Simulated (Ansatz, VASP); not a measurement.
Te2Mo: VASP beside Ansatz

The input INCAR:

```
  PREC = Accurate
  ENCUT = 520
  EDIFF = 1E-6
  ISMEAR = 0
  SIGMA = 0.02
  LREAL = F
  LASPH = T
  NELM = 60
  ALGO = Normal
  ISIF = 2
  LWAVE = F
  LCHARG = F
  LDIPOL = T
  IDIPOL = 3
  DIPOL = 0.5 0.5 0.500
  GGA = PE
  IVDW = 12
  NBANDS = 20
```

KPOINTS

```
Automatic mesh
0
Gamma
  9 9 1
```

The input POSCAR:

```
Te2Mo
1.0
    3.3170000000      0.0000000000      0.0000000000
   -1.6585000000      2.8726062644      0.0000000000
    0.0000000000      0.0000000000     33.2698832047
Te Mo
2 1
Direct
    0.3333333333      0.6666666667      0.4453860421
    0.3333333333      0.6666666667      0.5546139579
    0.6666666667      0.3333333333      0.5000000000
```

Input for Ansatz:

```yaml
crystal:
  lattice:
    - [3.317, 0.0, 0.0]
    - [-1.6585, 2.8726062644, 0.0]
    - [0.0, 0.0, 33.2698832047]
  atoms:
    - { symbol: Te, position: [0.3333333333, 0.6666666667, 0.4453860421] }
    - { symbol: Mo, position: [0.6666666667, 0.3333333333, 0.5] }
    - { symbol: Te, position: [0.3333333333, 0.6666666667, 0.5546139579] }
  periodic: [true, true, false]
basis:
  ecutwfc: 420
kpoints:
  mp_grid: { grid: [9, 9, 1] }
hamiltonian:
  xc: pbe
  pseudopotentials: { kind: paw, azcp: { folder: soft_1 } }
  dispersion: d3bj
scf:
  occupations: { method: gaussian, width: 0.02 }
output:
  forces: true
  stress: true
  eigenvalues: true
```

Alike in both runs: task single point; functional PBE; dispersion D3(BJ); k mesh 9 × 9 × 1; occupations gaussian, width 0.02 eV; no spin polarisation.

|  | VASP | Ansatz |
| --- | --- | --- |
| version | VASP 6.6.1 | Ansatz 0.2.0 |
| potentials or method | VASP PAW PBE potentials, release 64 (Te, Mo_sv), cutoff 520 eV | scalar-relativistic, plane waves, PAW |
| valence electrons in the cell | 26 | 46 |

```tsv
	VASP	Ansatz	Ansatz less VASP
gap on the k mesh at the Fermi level (eV)	1.12	1.12	-0.001
least direct gap on the mesh (eV)	1.61	1.61	-0.003
rms of the force components (eV/Å)	0.557	0.550	-0.0074
```

VASP's potentials hold 26 valence electrons a cell and Ansatz's 46, so a difference there can come from the potentials and not from the codes.

Spin-orbit coupling is off throughout.
